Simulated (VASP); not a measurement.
Here is a VASP 6.6.1 calculation.

Contents of INCAR:

```
SYSTEM = TaN
PREC = Accurate
ENCUT = 600
EDIFF = 1E-6
ISMEAR = 1
SIGMA = 0.025
LREAL = .FALSE.
LASPH = .TRUE.
NELM = 120
ALGO = Normal
ISIF = 2
LWAVE = .FALSE.
LCHARG = .FALSE.
GGA = RP
NBANDS = 33
GGA_COMPAT = .FALSE.
```

File KPOINTS:

```
Automatic mesh
0
G
  3 3 4
  0 0 0
```

Contents of POSCAR:

```
TaN
1.0
    5.1910000000      0.0000000000      0.0000000000
   -2.5955000000      4.4955378710      0.0000000000
    0.0000000000      0.0000000000      2.9080000000
Ta N
3 3
Direct
    0.0000000000      0.0000000000      0.0000000000
    0.3333333333      0.6666666667      0.5000000000
    0.6666666667      0.3333333333      0.5000000000
    0.5000000000      0.0000000000      0.0000000000
    0.0000000000      0.5000000000      0.0000000000
    0.5000000000      0.5000000000      0.0000000000
```

Potentials or basis: VASP PAW PBE potentials, release 64 (Ta_pv, N).

The run is started by

```bash
$ cat potpaw_PBE.64/Ta_pv/POTCAR potpaw_PBE.64/N/POTCAR > POTCAR
$ mpirun -np 1 vasp_std > vasp.out
```

Q: What does it give for the band gap on the k mesh?

A: Zero (bands 24 and 25 overlap by 2.13 eV).

Q: Predict the pressure.

A: 14.8 GPa.

Stress tensor (GPa, compression positive):
```
12.17  0.00  0.00
 0.00 12.17  0.00
 0.00  0.00 20.12
```

Caveat: the k points lie up to 0.54 Å⁻¹ apart, too coarse for converged energies and pressures of a metal; the PAW data sets were made with another functional, which shifts forces and pressure a little; spin-orbit coupling is left out, which moves the levels of the heavy elements.
